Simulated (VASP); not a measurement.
# Ir4O in VASP: relaxation of the atoms with PBE

Aim: the relaxation of the atoms of Ir4O with PBE.

Everything below comes from runs of VASP 6.6.1. Logs are shortened: lines on timing, memory, paths and dates and some standing lists are left out, and cuts for length are marked.

**1. The cell of the first run**

The cell holds a slab with vacuum, 5 atoms: a = 2.737 Å, b = 3.870 Å, c = 19.460 Å, α = 90.00°, β = 90.00°, γ = 90.00°.

**2. Relaxation of the atoms, PBE**

Input file INCAR:

```
SYSTEM = Ir4O
  PREC = Accurate
  ENCUT = 520
  EDIFF = 1E-6
  ISMEAR = 0
  SIGMA = 0.1
  LREAL = .False.
  LASPH = .True.
  NELM = 60
  ALGO = Normal
  ISIF = 2
  LWAVE = .False.
  LCHARG = .False.
  LDIPOL = .True.
  IDIPOL = 3
  DIPOL = 0.5 0.5 0.345
  GGA = PE
  IBRION = 2
  NSW = 36
  EDIFFG = -0.025
```

Input file KPOINTS:

```
Automatic mesh
0
Gamma
  10 7 1
  0 0 0
```

Input file POSCAR:

```
Ir4O
1.0
    2.7367600872      0.0000000000      0.0000000000
    0.0000000000      3.8703632323      0.0000000000
    0.0000000000      0.0000000000     19.4599433730
Ir O
4 1
Selective dynamics
Direct
    0.5000000000      0.5000000000      0.2055504440  F F F
    0.0000000000      0.0000000000      0.2758682254  F F F
    0.5000000000      0.5000000000      0.3454282605  F F F
    0.0000000000      0.0000000000      0.4090424736  F F F
    0.3333333333      0.0000000000      0.4868559095  F F T
```

Potentials or basis: VASP PAW PBE potentials, release 64 (Ir, O).

Started as:

```console
$ cat potpaw_PBE.64/Ir/POTCAR potpaw_PBE.64/O/POTCAR > POTCAR
$ mpirun -np 1 vasp_std > vasp.out
```

OUTCAR:

```text
SYSTEM = Ir4O
   PREC = Accurate
   ENCUT = 520
   EDIFF = 1E-6
   ISMEAR = 0
   LREAL = .False.
   LASPH = .True.
   NELM = 60
   ISIF = 2
   GGA = PE
   IBRION = 2
   NSW = 36
   EDIFFG = -0.025

 ion  position               nearest neighbor table
   1  0.500  0.500  0.206-   3 2.72   2 2.74   2 2.74   2 2.74   2 2.74
   2  0.000  0.000  0.276-   4 2.59   3 2.73   3 2.73   3 2.73   3 2.73   1 2.74   1 2.74   1 2.74
                             1 2.74
   3  0.500  0.500  0.345-   4 2.67   4 2.67   4 2.67   4 2.67   1 2.72   2 2.73   2 2.73   2 2.73
                             2 2.73
   4  0.000  0.000  0.409-   5 1.77   5 2.37   2 2.59   3 2.67   3 2.67   3 2.67   3 2.67
   5  0.333  0.000  0.487-   4 1.77   4 2.37

  LATTYP: Found a simple orthorhombic cell.
 ALAT       =     2.7367600872
 B/A-ratio  =     1.4142135624
 C/A-ratio  =     7.1105770155

  Lattice vectors:

 A1 = (   2.7367600872,   0.0000000000,   0.0000000000)
 A2 = (   0.0000000000,   3.8703632323,   0.0000000000)
 A3 = (   0.0000000000,   0.0000000000,  19.4599433730)

Analysis of symmetry for initial positions (statically):
=====================================================================
 Subroutine PRICEL returns:
 Original cell was already a primitive cell.

 Routine SETGRP: Setting up the symmetry group for a
 simple orthorhombic supercell.

 Subroutine GETGRP returns: Found  2 space group operations
 (whereof  2 operations were pure point group operations)
 out of a pool of  8 trial point group operations.

The static configuration has the point symmetry C_1h.

Analysis of symmetry for dynamics (positions and initial velocities):
=====================================================================
 Subroutine PRICEL returns:
 Original cell was already a primitive cell.

 Routine SETGRP: Setting up the symmetry group for a
 simple orthorhombic supercell.

 Subroutine GETGRP returns: Found  2 space group operations
 (whereof  2 operations were pure point group operations)
 out of a pool of  8 trial point group operations.

The dynamic configuration has the point symmetry C_1h.

Analysis of constrained symmetry for selective dynamics:
=====================================================================
 Subroutine PRICEL returns:
 Original cell was already a primitive cell.

 Routine SETGRP: Setting up the symmetry group for a
 simple orthorhombic supercell.

 Subroutine GETGRP returns: Found  2 space group operations
 (whereof  2 operations were pure point group operations)
 out of a pool of  8 trial point group operations.

The constrained configuration has the point symmetry C_1h.

 Subroutine INISYM returns: Found  2 space group operations
 (whereof  2 operations are pure point group operations),
 and found     1 'primitive' translations

----------------------------------------------------------------------------------------

                                     Primitive cell

  volume of cell :     206.1247

  direct lattice vectors                    reciprocal lattice vectors
     2.736760087  0.000000000  0.000000000     0.365395566  0.000000000  0.000000000
     0.000000000  3.870363232  0.000000000     0.000000000  0.258373682  0.000000000
     0.000000000  0.000000000 19.459943373     0.000000000  0.000000000  0.051387611

  length of vectors
     2.736760087  3.870363232 19.459943373     0.365395566  0.258373682  0.051387611

  position of ions in fractional coordinates (direct lattice)
     0.500000000  0.500000000  0.205550444
     0.000000000  0.000000000  0.275868225
     0.500000000  0.500000000  0.345428261
     0.000000000  0.000000000  0.409042474
     0.333333333  0.000000000  0.486855910

  ion indices of the primitive-cell ions
   primitive index   ion index
                 1           1
                 2           2
                 3           3
                 4           4
                 5           5

----------------------------------------------------------------------------------------

 KPOINTS: Automatic mesh

Automatic generation of k-mesh.
 Grid dimensions read from file:
 generate k-points for:   10    7    1

 Generating k-lattice:

  Cartesian coordinates                     Fractional coordinates (reciprocal lattice)
     0.036539557  0.000000000  0.000000000     0.100000000  0.000000000  0.000000000
     0.000000000  0.036910526  0.000000000     0.000000000  0.142857143  0.000000000
     0.000000000  0.000000000  0.051387611     0.000000000  0.000000000  1.000000000

  Length of vectors
     0.036539557  0.036910526  0.051387611

  Shift w.r.t. Gamma in fractional coordinates (k-lattice)
     0.000000000  0.000000000  0.000000000

 Subroutine IBZKPT returns following result:
 ===========================================

 Found     24 irreducible k-points:

 Following reciprocal coordinates:
            Coordinates               Weight
  0.000000  0.000000  0.000000      1.000000
  0.100000  0.000000  0.000000      2.000000
  0.200000  0.000000  0.000000      2.000000
  0.300000  0.000000  0.000000      2.000000
  0.400000  0.000000  0.000000      2.000000
  0.500000  0.000000  0.000000      1.000000
[... 16 lines left out ...]
  0.400000  0.428571  0.000000      4.000000
  0.500000  0.428571  0.000000      2.000000
   k-points           NKPTS =     24   k-points in BZ     NKDIM =     24   number of bands    NBANDS=     25
   number of dos      NEDOS =    301   number of ions     NIONS =      5
   total plane-waves  NPLWV =  90000
   dimension x,y,z NGX =    20 NGY =   30 NGZ =  150
   dimension x,y,z NGXF=    40 NGYF=   60 NGZF=  300
   ions per type =               4   1
   NGX,Y,Z   is equivalent  to a cutoff of  12.15, 12.89, 12.81 a.u.
   NGXF,Y,Z  is equivalent  to a cutoff of  24.30, 25.77, 25.63 a.u.
 SYSTEM =  Ir4O
   PREC   = accura    normal or accurate (medium, high low for compatibility)
   ISTART =      0    job   : 0-new  1-cont  2-samecut
   ICHARG =      2    charge: 1-file 2-atom 10-const
   ISPIN  =      1    spin polarized calculation?
   LNONCOLLINEAR =      F non collinear calculations
   LSORBIT =      F    spin-orbit coupling
   LASPH  =      T    aspherical Exc in radial PAW
   ENCUT  =  520.0 eV  38.22 Ry    6.18 a.u.   5.09  7.20 36.18*2*pi/ulx,y,z
   NELM   =     60;   NELMIN=  2; NELMDL= -5     # of ELM steps
   EDIFF  = 0.1E-05   stopping-criterion for ELM
   LREAL  =      F    real-space projection
   EDIFFG = -.3E-01   stopping-criterion for IOM
   NSW    =     36    number of steps for IOM
   IBRION =      2    ionic relax: 0-MD 1-quasi-New 2-CG
   NFREE  =      1    steps in history (QN), initial steepest desc. (CG)
   ISIF   =      2    stress and relaxation
   ISYM   =      2    0-nonsym 1-usesym 2-fastsym
   POTIM  = 0.5000    time-step for ionic-motion
   TEBEG  =    0.0;   TEEND  =   0.0 temperature during run
   PSTRESS=    0.0 pullay stress
   NELECT =      42.0000    total number of electrons
   NUPDOWN=      -1.0000    fix difference up-down
   EMIN   =  10.00;   EMAX   =-10.00  energy-range for DOS
   EFERMI =   0.00;   METHOD = LEGACY
   ISMEAR =     0;   SIGMA  =   0.10  broadening in eV -4-tet -1-fermi 0-gaus
   EFERMI_NEDOS =   21; number of points for ismear=-14 and -15
   IALGO  =     38    algorithm
   IMIX   =      4    mixing-type and parameters
     AMIX     =   0.40;   BMIX     =  1.00
     AMIX_MAG =   1.60;   BMIX_MAG =  1.00
  volume/ion in A,a.u.               =      41.22       278.20
  Fermi-wavevector in a.u.,A,eV,Ry     =   0.963344  1.820456 12.626629  0.928031
  Thomas-Fermi vector in A             =   2.092881
   LORBIT       =      0    0 simple, 1 ext, 2 COOP (PROOUT), +10 PAW based schemes
   GGA     = PE    functional components
   LHFCALC =     F    Hartree Fock is set to
   AEXX    =    0.0000 exact exchange contribution
   IVDW    =     0    specifies the selected vdW correction
   LEPSILON=     F    determine dielectric tensor
   LRPA    =     F    only Hartree local field effects (RPA)
 conjugate gradient relaxation of ions
 non-spin polarized calculation
 Gauss-broadening in eV      SIGMA  =   0.10
  energy-cutoff  :      520.00
  volume of cell :      206.12
 maximum number of plane-waves:      5602
   NGX = 11   NGY = 15   NGZ = 73

 dipolmoment           0.000000      0.000000     -0.122411 electrons x Angstroem

--------------------------------------- Ionic step        1  -------------------------------------------

 number of electron      42.0000000 magnetization

 Free energy of the ion-electron system (eV)
  ---------------------------------------------------
  ext. energy  EPLUGINS =         0.00000000
  ---------------------------------------------------
  free energy    TOTEN  =       -37.61761862 eV

  energy without entropy =      -37.58621281  energy(sigma->0) =      -37.60191572

------------------------ aborting loop because EDIFF is reached ----------------------------------------

  FORCE on cell =-STRESS in cart. coord.  units (eV):
  Direction    XX          YY          ZZ          XY          YZ          ZX
  --------------------------------------------------------------------------------------
  -------------------------------------------------------------------------------------
  Total       -3.6796810     -2.2011907      2.8734868      0.0000000      0.0000000      1.8751857
  in kB      -28.6016261    -17.1095355     22.3351960      0.0000000      0.0000000     14.5755466
  external PRESSURE =      -7.7919885 kB  Pullay stress =       0.0000000 kB
[... 63 lines left out ...]
  energy  without entropy=      -37.5923683970  energy(sigma->0) =      -37.60822461

--------------------------------------- Ionic step        3  -------------------------------------------

 number of electron      41.9999999 magnetization

 dipolmoment           0.000000      0.000000      0.109805 electrons x Angstroem

 Free energy of the ion-electron system (eV)
  ---------------------------------------------------
  ext. energy  EPLUGINS =         0.00000000
  ---------------------------------------------------
  free energy    TOTEN  =       -37.62686942 eV

  energy without entropy =      -37.59528321  energy(sigma->0) =      -37.61107632

 E-fermi :  -1.2051     XC(G=0):  -5.3260

 val. band max:       -1.2194794421   @ k =   0.3000   0.1429   0.0000
 cond. band min:      -1.2028023497   @ k =   0.5000   0.2857   0.0000
 fundamental gap:      0.0166770924
 Fermi energy:        -1.2051399721

 k-point     1 :       0.0000    0.0000    0.0000
  band No.  band energies     occupation
      1     -20.0848      2.00000
      2     -10.8468      2.00000
      3      -8.6225      2.00000
      4      -8.0265      2.00000
      5      -7.7638      2.00000
      6      -6.9056      2.00000
[... 661 lines left out ...]
     24       0.1193      0.00000
     25       0.7881      0.00000

------------------------ aborting loop because EDIFF is reached ----------------------------------------

 vacuum level on the upper side and lower side of the slab       (xc-potential included)         0.904        -0.921

  FORCE on cell =-STRESS in cart. coord.  units (eV):
  Direction    XX          YY          ZZ          XY          YZ          ZX
  --------------------------------------------------------------------------------------
  -------------------------------------------------------------------------------------
  Total       -4.1238742     -2.2850420      1.6080154      0.0000000      0.0000000      1.3933885
  in kB      -32.0542759    -17.7612998     12.4988703      0.0000000      0.0000000     10.8306066
  external PRESSURE =     -12.4389018 kB  Pullay stress =       0.0000000 kB

 VOLUME and BASIS-vectors are now :
 -----------------------------------------------------------------------------
  energy-cutoff  :      520.00
  volume of cell :      206.12
      direct lattice vectors                 reciprocal lattice vectors
     2.736760087  0.000000000  0.000000000     0.365395566  0.000000000  0.000000000
     0.000000000  3.870363232  0.000000000     0.000000000  0.258373682  0.000000000
     0.000000000  0.000000000 19.459943373     0.000000000  0.000000000  0.051387611
[... 11 lines left out ...]
  FREE ENERGIE OF THE ION-ELECTRON SYSTEM (eV)
  ---------------------------------------------------
  free  energy   TOTEN  =       -37.6268694243 eV

  energy  without entropy=      -37.5952832066  energy(sigma->0) =      -37.61107632

 reached required accuracy - stopping structural energy minimisation

 vacuum level on the upper side and lower side of the slab         5.784         3.908
```

Wall time 9 min (1 thread of Intel Xeon 8259CL, shared host); peak memory 0.36 GiB.

What came out:

| Item | Value |
| --- | --- |
| Free energy | -37.6269 eV |
| Energy gained by relaxing | 1.9 meV/atom |
| Ionic steps | 3 |
| Band gap on the k mesh | zero (bands 21 and 22 overlap by 1.02 eV) |

Step by step:
```
step  energy change (eV)  largest force on free atoms (eV/Å)  pressure (GPa)
   1              0.0000                              0.7814           -0.78
   2             -0.0065                              0.4037           -1.50
   3             -0.0093                              0.0021           -1.24
```

Final structure:
```
CELL_PARAMETERS angstrom
2.73676 0.00000 0.00000
0.00000 3.87036 0.00000
0.00000 0.00000 19.45994
ATOMIC_POSITIONS crystal
Ir 0.50000 0.50000 0.20555
Ir 0.00000 0.00000 0.27587
Ir 0.50000 0.50000 0.34543
Ir 0.00000 0.00000 0.40904
O 0.33333 0.00000 0.48809
```

Levels at points of the mesh, in eV from the Fermi level:
```csv
k point,band 18,band 19,band 20,band 21,band 22,band 23,band 24,band 25
"(0.00, 0.00, 0.00)",-1.65,-1.23,-0.81,-0.56,0.04,0.14,0.44,0.59
"(0.50, 0.00, 0.00)",-0.12,0.05,0.21,0.78,0.87,1.19,1.47,2.45
```

Caveat: spin-orbit coupling is left out, which moves the levels of the heavy elements.
